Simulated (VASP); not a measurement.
Wanted: the native input for a VASP 6.6.1 run.

```yaml
Task: single point
Functional: r2SCAN
Potentials_or_basis: VASP PAW PBE potentials, release 64 (Mo_sv, Te)
Cutoff: 520 eV
k_mesh: 4 × 4 × 4
Occupations: fermi-dirac, width 0.02 eV
Spin: no spin polarisation
Dipole_correction: no
Further_INCAR_settings: ALGO = Normal; EDIFF = 1e-07; NBANDS = 20
```

Te2Mo:

```
CELL_PARAMETERS angstrom
1.77341 1.02388 7.10414
-1.77341 1.02388 7.10414
0.00000 -2.04776 7.10414
ATOMIC_POSITIONS crystal
Mo 0.00933 0.99654 0.99586
Te 0.40939 0.41978 0.41851
Te 0.24611 0.25281 0.25206
```

The input as run:

POSCAR

```
Te2Mo
1.0
    1.7734078865      1.0238775207      7.1041366720
   -1.7734078865      1.0238775207      7.1041366720
    0.0000000000     -2.0477550413      7.1041366720
Mo Te
1 2
Direct
    0.0093253483     -0.0034607683     -0.0041437517
    0.4093923095      0.4197796548      0.4185132097
    0.2461142741      0.2528087295      0.2520614222
```

INCAR.step1

```
SYSTEM = Te2Mo
PREC = Accurate
ENCUT = 520
ISMEAR = -1
SIGMA = 0.02
LREAL = .FALSE.
LASPH = .TRUE.
NELM = 60
NBANDS = 20
GGA = PE
ALGO = Normal
EDIFF = 1E-4
LWAVE = .TRUE.
LCHARG = .FALSE.
```

INCAR.step2

```
SYSTEM = Te2Mo
PREC = Accurate
ENCUT = 520
EDIFF = 1E-7
ISMEAR = -1
SIGMA = 0.02
LREAL = .FALSE.
LASPH = .TRUE.
NELM = 60
ALGO = Normal
ISIF = 2
LWAVE = .FALSE.
LCHARG = .FALSE.
METAGGA = R2SCAN
LMIXTAU = .TRUE.
NBANDS = 20
ISTART = 1
```

KPOINTS

```
Automatic mesh
0
G
  4 4 4
  0 0 0
```

Potentials or basis: VASP PAW PBE potentials, release 64 (Mo_sv, Te).

Launch:

```sh
$ cat potpaw_PBE.64/Mo_sv/POTCAR potpaw_PBE.64/Te/POTCAR > POTCAR
$ cp INCAR.step1 INCAR
$ mpirun -np 1 vasp_std > vasp.out
$ cp INCAR.step2 INCAR
$ mpirun -np 1 vasp_std > vasp.out
```

Results of the run:

| Item | Value |
| --- | --- |
| Pressure | 2.8 GPa |
| Largest force | 0.784 eV/Å |
| Band gap on the k mesh | 1.07 eV, indirect (least direct gap 1.63 eV) |

Caveat: the k points lie up to 0.52 Å⁻¹ apart; the PAW data sets were made with another functional, which shifts forces and pressure a little; spin-orbit coupling is left out, which moves the levels of the heavy elements.

Wall time 6.2 min on 1 thread of Intel(R) Xeon(R) 6975P-C (Granite Rapids), with other jobs on the host, peak memory 0.49 GiB.
